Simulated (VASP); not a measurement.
# CS2 (Cmce) in VASP: settings compared

CS2 is run at these levels: PBE, LDA; tasks: single point.

All numbers are computed with VASP 6.6.1; they aren't measurements. Logs are shortened: lines on timing, memory, paths and dates and some standing lists are left out, and cuts for length are marked.

### 1 The cell of the first run

Symmetry: Cmce, No. 64, orthorhombic system. Conventional cell: a = 7.292 Å, b = 5.989 Å, c = 9.851 Å, α = 90.00°, β = 90.00°, γ = 90.00°. S (site symmetry m) has 1 C at 1.56 Å within 2.1 Å. C (site symmetry 2/m) has 2 S at 1.56 Å within 2.1 Å.

### 2 Single point, PBE

INCAR

```
SYSTEM = CS2
PREC = Accurate
ENCUT = 1300
EDIFF = 1E-6
ISMEAR = -1
SIGMA = 0.05
LREAL = .FALSE.
LASPH = .TRUE.
NELM = 120
ALGO = Normal
ISIF = 2
LWAVE = .FALSE.
LCHARG = .FALSE.
GGA = PE
NBANDS = 25
GGA_COMPAT = .FALSE.
```

KPOINTS

```
Automatic mesh
0
G
  6 6 3
  0 0 0
```

POSCAR

```
CS2
1.0
    3.6457880000     -2.9943140000      0.0000000000
    3.6457880000      2.9943140000      0.0000000000
    0.0000000000      0.0000000000      9.8512570000
S C
4 2
Direct
    0.1815210000      0.8184790000      0.8868670000
    0.3184790000      0.6815210000      0.3868670000
    0.6815210000      0.3184790000      0.6131330000
    0.8184790000      0.1815210000      0.1131330000
    0.5000000000      0.5000000000      0.5000000000
    0.0000000000      0.0000000000      0.0000000000
```

Potentials or basis: VASP PAW PBE potentials, release 64 (S, C_h).

On the command line:

```bash
$ cat potpaw_PBE.64/S/POTCAR potpaw_PBE.64/C_h/POTCAR > POTCAR
$ mpirun -np 1 vasp_std > vasp.out
```

OUTCAR:

```text
SYSTEM = CS2
   PREC = Accurate
   ENCUT = 1300
   EDIFF = 1E-6
   ISMEAR = -1
   LREAL = .FALSE.
   LASPH = .TRUE.
   NELM = 120
   ISIF = 2
   GGA = PE

 ion  position               nearest neighbor table
   1  0.182  0.818  0.887-   6 1.56
   2  0.318  0.682  0.387-   5 1.56
   3  0.682  0.318  0.613-   5 1.56
   4  0.818  0.182  0.113-   6 1.56
   5  0.500  0.500  0.500-   2 1.56   3 1.56
   6  0.000  0.000  0.000-   1 1.56   4 1.56

  LATTYP: Found a base centered orthorhombic cell.
 ALAT       =     5.9886280000
 B/A-ratio  =     1.2175703684
 C/A-ratio  =     1.6449939786

  Lattice vectors:

 A1 = (  -3.6457880000,  -2.9943140000,   0.0000000000)
 A2 = (   3.6457880000,  -2.9943140000,   0.0000000000)
 A3 = (   0.0000000000,   0.0000000000,   9.8512570000)

Analysis of symmetry for initial positions (statically):
=====================================================================
 Subroutine PRICEL returns:
 Original cell was already a primitive cell.

 Routine SETGRP: Setting up the symmetry group for a
 base centered orthorhombic supercell.

 Subroutine GETGRP returns: Found  8 space group operations
 (whereof  4 operations were pure point group operations)
 out of a pool of  8 trial point group operations.

The static configuration has the point symmetry C_2h.
 The point group associated with its full space group is D_2h.

Analysis of symmetry for dynamics (positions and initial velocities):
=====================================================================
 Subroutine PRICEL returns:
 Original cell was already a primitive cell.

 Routine SETGRP: Setting up the symmetry group for a
 base centered orthorhombic supercell.

 Subroutine GETGRP returns: Found  8 space group operations
 (whereof  4 operations were pure point group operations)
 out of a pool of  8 trial point group operations.

The dynamic configuration has the point symmetry C_2h.
 The point group associated with its full space group is D_2h.

 Subroutine INISYM returns: Found  8 space group operations
 (whereof  4 operations are pure point group operations),
 and found     1 'primitive' translations

----------------------------------------------------------------------------------------

                                     Primitive cell

  volume of cell :     215.0851

  direct lattice vectors                    reciprocal lattice vectors
     3.645788000 -2.994314000  0.000000000     0.137144562 -0.166983155  0.000000000
     3.645788000  2.994314000  0.000000000     0.137144562  0.166983155  0.000000000
     0.000000000  0.000000000  9.851257000     0.000000000  0.000000000  0.101509889

  length of vectors
     4.717805260  4.717805260  9.851257000     0.216083329  0.216083329  0.101509889

  position of ions in fractional coordinates (direct lattice)
     0.181521000  0.818479000  0.886867000
     0.318479000  0.681521000  0.386867000
     0.681521000  0.318479000  0.613133000
     0.818479000  0.181521000  0.113133000
     0.500000000  0.500000000  0.500000000
     0.000000000  0.000000000  0.000000000

  ion indices of the primitive-cell ions
   primitive index   ion index
                 1           1
                 2           2
                 3           3
                 4           4
                 5           5
                 6           6

----------------------------------------------------------------------------------------

 KPOINTS: Automatic mesh

Automatic generation of k-mesh.
 Grid dimensions read from file:
 generate k-points for:    6    6    3

 Generating k-lattice:

  Cartesian coordinates                     Fractional coordinates (reciprocal lattice)
     0.022857427 -0.027830526  0.000000000     0.166666667  0.000000000  0.000000000
     0.022857427  0.027830526  0.000000000     0.000000000  0.166666667  0.000000000
     0.000000000  0.000000000  0.033836630     0.000000000  0.000000000  0.333333333

  Length of vectors
     0.036013888  0.036013888  0.033836630

  Shift w.r.t. Gamma in fractional coordinates (k-lattice)
     0.000000000  0.000000000  0.000000000

 Subroutine IBZKPT returns following result:
 ===========================================

 Found     26 irreducible k-points:

 Following reciprocal coordinates:
            Coordinates               Weight
  0.000000  0.000000  0.000000      1.000000
  0.166667  0.000000  0.000000      4.000000
  0.333333  0.000000  0.000000      4.000000
  0.500000  0.000000  0.000000      2.000000
  0.166667  0.166667  0.000000      2.000000
  0.333333  0.166667  0.000000      4.000000
[... 16 lines left out ...]
  0.333333  0.333333  0.333333      4.000000
  0.500000  0.333333  0.333333      8.000000
 [... further k-points ...]
   k-points           NKPTS =     26   k-points in BZ     NKDIM =     26   number of bands    NBANDS=     25
   number of dos      NEDOS =    301   number of ions     NIONS =      6
   total plane-waves  NPLWV = 376320
   dimension x,y,z NGX =    56 NGY =   56 NGZ =  120
   dimension x,y,z NGXF=   112 NGYF=  112 NGZF=  240
   ions per type =               4   2
   NGX,Y,Z   is equivalent  to a cutoff of  19.73, 19.73, 20.25 a.u.
   NGXF,Y,Z  is equivalent  to a cutoff of  39.47, 39.47, 40.50 a.u.
 SYSTEM =  CS2
   PREC   = accura    normal or accurate (medium, high low for compatibility)
   ISTART =      0    job   : 0-new  1-cont  2-samecut
   ICHARG =      2    charge: 1-file 2-atom 10-const
   ISPIN  =      1    spin polarized calculation?
   LNONCOLLINEAR =      F non collinear calculations
   LSORBIT =      F    spin-orbit coupling
   LASPH  =      T    aspherical Exc in radial PAW
   ENCUT  = 1300.0 eV  95.55 Ry    9.77 a.u.  13.87 13.87 28.96*2*pi/ulx,y,z
   NELM   =    120;   NELMIN=  2; NELMDL= -5     # of ELM steps
   EDIFF  = 0.1E-05   stopping-criterion for ELM
   LREAL  =      F    real-space projection
   EDIFFG = 0.1E-04   stopping-criterion for IOM
   NSW    =      0    number of steps for IOM
   IBRION =     -1    ionic relax: 0-MD 1-quasi-New 2-CG
   NFREE  =      0    steps in history (QN), initial steepest desc. (CG)
   ISIF   =      2    stress and relaxation
   ISYM   =      2    0-nonsym 1-usesym 2-fastsym
   POTIM  = 0.5000    time-step for ionic-motion
   TEBEG  =    0.0;   TEEND  =   0.0 temperature during run
   PSTRESS=    0.0 pullay stress
   NELECT =      32.0000    total number of electrons
   NUPDOWN=      -1.0000    fix difference up-down
   EMIN   =  10.00;   EMAX   =-10.00  energy-range for DOS
   EFERMI =   0.00;   METHOD = LEGACY
   ISMEAR =    -1;   SIGMA  =   0.05  broadening in eV -4-tet -1-fermi 0-gaus
   EFERMI_NEDOS =   21; number of points for ismear=-14 and -15
   IALGO  =     38    algorithm
   IMIX   =      4    mixing-type and parameters
     AMIX     =   0.40;   BMIX     =  1.00
     AMIX_MAG =   1.60;   BMIX_MAG =  1.00
  volume/ion in A,a.u.               =      35.85       241.91
  Fermi-wavevector in a.u.,A,eV,Ry     =   0.867470  1.639281 10.238452  0.752505
  Thomas-Fermi vector in A             =   1.986009
   LORBIT       =      0    0 simple, 1 ext, 2 COOP (PROOUT), +10 PAW based schemes
   GGA     = PE    functional components
   LHFCALC =     F    Hartree Fock is set to
   AEXX    =    0.0000 exact exchange contribution
   IVDW    =     0    specifies the selected vdW correction
   LEPSILON=     F    determine dielectric tensor
   LRPA    =     F    only Hartree local field effects (RPA)
 non-spin polarized calculation
  energy-cutoff  :     1300.00
  volume of cell :      215.09
 maximum number of plane-waves:     22931
   NGX = 27   NGY = 27   NGZ = 57

 number of electron      32.0000000 magnetization

 Free energy of the ion-electron system (eV)
  ---------------------------------------------------
  ext. energy  EPLUGINS =         0.00000000
  ---------------------------------------------------
  free energy    TOTEN  =       -33.40828491 eV

  energy without entropy =      -33.40828491  energy(sigma->0) =      -33.40828491

 E-fermi :  -1.0038     XC(G=0):  -6.2285

 val. band max:       -2.1027855369   @ k =   0.5000   0.5000   0.0000
 cond. band min:       1.3299287958   @ k =   0.5000   0.5000   0.0000
 fundamental gap:      3.4327143327
 Fermi energy:        -1.0038017674

 k-point     1 :       0.0000    0.0000    0.0000
  band No.  band energies     occupation
      1     -16.9617      2.00000
      2     -16.9230      2.00000
      3     -14.7827      2.00000
      4     -14.7146      2.00000
      5      -8.3981      2.00000
      6      -8.1575      2.00000
[... 17 lines left out ...]
     24       5.4567      0.00000
     25       5.6190      0.00000

 k-point     2 :       0.1667    0.0000    0.0000
  band No.  band energies     occupation
      1     -16.9508      2.00000
      2     -16.9171      2.00000
      3     -14.7822      2.00000
      4     -14.7235      2.00000
      5      -8.3817      2.00000
      6      -8.1678      2.00000
[... 17 lines left out ...]
     24       5.3230      0.00000
     25       6.0515      0.00000

 k-point     3 :       0.3333    0.0000    0.0000
  band No.  band energies     occupation
      1     -16.9268      2.00000
      2     -16.9072      2.00000
      3     -14.7784      2.00000
      4     -14.7448      2.00000
      5      -8.3326      2.00000
      6      -8.2022      2.00000
[... 552 lines left out ...]
 k-point    23 :       0.3333    0.3333    0.3333
  band No.  band energies     occupation
      1     -16.9077      2.00000
      2     -16.8938      2.00000
      3     -14.7674      2.00000
      4     -14.7465      2.00000
      5      -8.3234      2.00000
      6      -8.2672      2.00000
[... 17 lines left out ...]
     24       5.4821      0.00000
     25       6.2502      0.00000

 k-point    24 :       0.5000    0.3333    0.3333
  band No.  band energies     occupation
      1     -16.8974      2.00000
      2     -16.8869      2.00000
      3     -14.7685      2.00000
      4     -14.7541      2.00000
      5      -8.3027      2.00000
      6      -8.2725      2.00000
[... 17 lines left out ...]
     24       5.8488      0.00000
     25       6.2398      0.00000

 [... further k-points ...]

------------------------ aborting loop because EDIFF is reached ----------------------------------------

  FORCE on cell =-STRESS in cart. coord.  units (eV):
  Direction    XX          YY          ZZ          XY          YZ          ZX
  --------------------------------------------------------------------------------------
  -------------------------------------------------------------------------------------
  Total        0.0387968     -0.0287204     -0.0293083      0.0000000     -0.0000000      0.0000000
  in kB        0.2889988     -0.2139395     -0.2183186      0.0000000     -0.0000000      0.0000000
  external PRESSURE =      -0.0477531 kB  Pullay stress =       0.0000000 kB

 VOLUME and BASIS-vectors are now :
 -----------------------------------------------------------------------------
  energy-cutoff  :     1300.00
  volume of cell :      215.09
      direct lattice vectors                 reciprocal lattice vectors
     3.645788000 -2.994314000  0.000000000     0.137144562 -0.166983155  0.000000000
     3.645788000  2.994314000  0.000000000     0.137144562  0.166983155  0.000000000
     0.000000000  0.000000000  9.851257000     0.000000000  0.000000000  0.101509889

 POSITION                                       TOTAL-FORCE (eV/Angst)
 -----------------------------------------------------------------------------------
      3.64579      1.90725      8.73675        -0.000000      0.016584      0.014856
      3.64579      1.08706      3.81113        -0.000000     -0.016584      0.014856
      3.64579     -1.08706      6.04013        -0.000000      0.016584     -0.014856
      3.64579     -1.90725      1.11450        -0.000000     -0.016584     -0.014856
      3.64579      0.00000      4.92563         0.000000      0.000000      0.000000
      0.00000      0.00000      0.00000        -0.000000      0.000000      0.000000
 -----------------------------------------------------------------------------------
    total drift:                               -0.000000     -0.000000     -0.000000

  FREE ENERGIE OF THE ION-ELECTRON SYSTEM (eV)
  ---------------------------------------------------
  free  energy   TOTEN  =       -33.4082849131 eV

  energy  without entropy=      -33.4082849130  energy(sigma->0) =      -33.40828491
```

Wall time 5.8 min (1 thread of Intel Xeon Platinum 8488C (Sapphire Rapids), shared host); peak memory 0.96 GiB.

What came out:

* Free energy: -33.4083 eV
* Pressure: 0.0 GPa
* Largest force: 0.022 eV/Å
* Band gap on the k mesh: 3.43 eV

Forces in eV/Å, atoms in the order of the input:
```
S    0.000  0.017  0.015
S    0.000 -0.017  0.015
S    0.000  0.017 -0.015
S    0.000 -0.017 -0.015
C    0.000  0.000  0.000
C    0.000  0.000  0.000
```

Caveat: this functional lacks dispersion, which holds the molecules together, so the pressure and a relaxed volume are unreliable.

(Part 1 of 2 ends here.)
